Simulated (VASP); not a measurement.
Input of a VASP 6.6.1 run:

Contents of INCAR:

```
SYSTEM = KHfS2
PREC = Accurate ; ENCUT = 520
EDIFF = 1E-6 ; ISMEAR = 0
SIGMA = 0.1 ; LREAL = .False.
LASPH = .True. ; NELM = 100
ALGO = Normal ; ISIF = 2
LWAVE = .False. ; LCHARG = .False.
GGA = PE ; NBANDS = 24
```

KPOINTS

```
Automatic mesh
0
Gamma
  12 12 6
  0 0 0
```

POSCAR

```
KHfS2
1.0
    3.6442089092      0.0000000289      0.0000000000
   -1.8221044796      3.1559774776      0.0000000000
    0.0000000000      0.0000000000      7.6687698000
K Hf S
1 1 2
Direct
    0.0000000000      0.0000000000      0.5000000000
    0.6666666667      0.3333333333      0.0000000000
    0.3333333333      0.6666666667      0.2022440000
    0.3333333333      0.6666666667      0.7977560000
```

Potentials or basis: VASP PAW PBE potentials, release 64 (K_sv, Hf_pv, S).

Command:

```console
$ cat potpaw_PBE.64/K_sv/POTCAR potpaw_PBE.64/Hf_pv/POTCAR potpaw_PBE.64/S/POTCAR > POTCAR
$ mpirun -np 1 vasp_std > vasp.out
```

Question: Predict the largest force.

Answer: 0.067 eV/Å.

Question: Estimate the band gap on the k mesh.

Answer: Zero (an odd number of electrons rules out a gap without spin polarisation).

Question: Estimate the pressure.

Answer: -0.3 GPa.

Forces on the atoms (eV/Å):
```
K    0.000  0.000  0.000
Hf   0.000  0.000  0.000
S    0.000  0.000 -0.067
S    0.000  0.000  0.067
```

Caveat: spin-orbit coupling is left out, which moves the levels of the heavy elements.
